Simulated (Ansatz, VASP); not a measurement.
Hf3Si2O in VASP and in Ansatz

File INCAR:

```
SYSTEM = Hf3Si2O
ALGO     = Normal         ! electronic algorithm
EDIFF    = 1E-6           ! SCF threshold, eV
ENCUT    = 520            ! plane-wave cutoff, eV
GGA      = PE             ! functional
ISIF     = 2              ! what is computed and relaxed
ISMEAR   = 0              ! smearing method
LASPH    = .TRUE.         ! aspherical terms in the spheres
LCHARG   = .FALSE.        ! write CHGCAR
LREAL    = .FALSE.        ! projectors in reciprocal space
LWAVE    = .FALSE.        ! write WAVECAR
NBANDS   = 31             ! bands
NELM     = 80             ! most SCF steps
PREC     = Accurate       ! precision mode
SIGMA    = 0.1            ! smearing width, eV
```

KPOINTS

```
k-points
0
G
  6 6 6
  0 0 0
```

Contents of POSCAR:

```
Hf3Si2O
1.0
    2.6101268000      1.5069574100      4.2928188900
   -2.6101268000      1.5069574100      4.2928188900
    0.0000000000     -3.0139148200      4.2928188900
Hf Si O
3 2 1
Direct
    0.5000000000      0.0000000000      0.0000000000
    0.0000000000      0.5000000000      0.0000000000
    0.0000000000      0.0000000000      0.5000000000
    0.6223710200      0.6223710200      0.6223710200
    0.3776289800      0.3776289800      0.3776289800
    0.0000000000      0.0000000000      0.0000000000
```

Input for Ansatz:

```yaml
crystal:
  lattice:
    - [2.6101268, 1.50695741, 4.29281889]
    - [-2.6101268, 1.50695741, 4.29281889]
    - [0.0, -3.01391482, 4.29281889]
  atoms:
    - { symbol: Hf, position: [0.5, 0.0, 0.0] }
    - { symbol: Hf, position: [0.0, 0.5, 0.0] }
    - { symbol: Hf, position: [0.0, 0.0, 0.5] }
    - { symbol: Si, position: [0.62237102, 0.62237102, 0.62237102] }
    - { symbol: Si, position: [0.37762898, 0.37762898, 0.37762898] }
    - { symbol: O, position: [0.0, 0.0, 0.0] }
basis:
  ecutwfc: 420
kpoints:
  mp_grid: { grid: [6, 6, 6] }
hamiltonian:
  xc: pbe
scf:
  occupations: { method: gaussian, width: 0.1 }
  lower_state_search: "off"
output:
  forces: true
  stress: true
  eigenvalues: true
```

Change from the starting cell: species swapped into the Er2AlFe3 type (R-3m, No. 166).

Alike in both runs: task single point; functional PBE; k mesh 6 × 6 × 6; occupations gaussian, width 0.1 eV; no spin polarisation.

```csv
,VASP,Ansatz
version,VASP 6.6.1,Ansatz 0.2.0
potentials or method,"VASP PAW PBE potentials, release 64 (Hf_pv, Si, O), cutoff 520 eV","scalar-relativistic, plane waves, PAW"
valence electrons in the cell,44,92
```

VASP gave:

| Property | Result |
| --- | --- |
| gap on the k mesh at the Fermi level (eV) | none |
| pressure (GPa) | 2.7 |
| traceless stress, the component that is largest in VASP (GPa) | -32.88 |
| rms of the force components (eV/Å) | 0.082 |

Q: Estimate Ansatz's values.

A: gap on the k mesh at the Fermi level (eV): none; pressure (GPa): 3.4; traceless stress, the component that is largest in VASP (GPa): -32.90; rms of the force components (eV/Å): 0.085.

Atom by atom the forces differ by 0.003 eV/Å (rms over components). A gap of «none» marks a metal or a gap that the smearing closes. The functional is the same, so the differences come from potentials, cutoffs and numerics. VASP's potentials hold 44 valence electrons a cell and Ansatz's 92, so a difference there can come from the potentials and not from the codes.

Spin-orbit coupling is off throughout.
